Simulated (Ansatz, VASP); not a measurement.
Re in VASP and in Ansatz

```
CELL_PARAMETERS angstrom
4.35542 0.00000 0.00000
-2.17771 3.77190 0.00000
0.00000 0.00000 2.72689
ATOMIC_POSITIONS crystal
Re 0.00000 0.00000 0.00000
Re 0.33333 0.66667 0.50000
Re 0.66667 0.33333 0.50000
```

Alike in both runs: functional r2SCAN; k mesh 8 × 8 × 12; occupations fermi-dirac, width 0.1 eV; no spin polarisation.

Ansatz relaxed the structure, and its values are those at the end. VASP's run is a single point on that final structure, the one shown.

|  | VASP | Ansatz |
| --- | --- | --- |
| version | VASP 6.6.1 | Ansatz 0.2.0 |
| potentials or method | VASP PAW PBE potentials, release 64 (Re_sv_GW), cutoff 550 eV | plane waves (500 eV) with PAW, scalar-relativistic |
| valence electrons in the cell | 45 | 45 |

VASP gave:

```
pressure (GPa) : -2.1
```

Problem. Estimate Ansatz's values.

Solution. Pressure (GPa): 0.0.

VASP's potentials were made for PBE, not for r2SCAN.

Spin-orbit coupling is off throughout.
